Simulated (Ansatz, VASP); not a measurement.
## One calculation of CsB5, two programs

```
Cs B
1.0
     3.06585    0.00000    0.00000
     0.00000    6.93352    0.00000
     0.00000    0.00000    7.74844
Cs B
1 5
Direct
  0.00000 0.50000 0.50000
  0.50000 0.50000 0.89895
  0.50000 0.50000 0.10105
  0.25004 0.00000 0.50000
  0.74996 0.00000 0.50000
  0.00000 0.50000 0.00000
```

Alike in both runs: functional PBE; k mesh 12 × 6 × 6; occupations gaussian, width 0.1 eV; no spin polarisation.

Ansatz relaxed the structure, and its values are those at the end. VASP's run is a single point on that final structure, the one shown.

|  | VASP | Ansatz |
| --- | --- | --- |
| version | VASP 6.6.1 | Ansatz 0.2.0 |
| potentials or method | VASP PAW PBE potentials, release 64 (Cs_sv, B), cutoff 520 eV | scalar-relativistic, plane waves, PAW |
| valence electrons in the cell | 24 | 24 |

```tsv
	VASP	Ansatz	Ansatz less VASP
gap on the k mesh at the Fermi level (eV)	none	none	-
pressure (GPa)	0.0	0.0	-0.04
rms of the force components (eV/Å)	0.007	0.000	-0.0073
```

A gap of «none» marks a metal or a gap that the smearing closes. Ansatz's warnings: xc potential rough in thin density.

Spin-orbit coupling is off throughout.
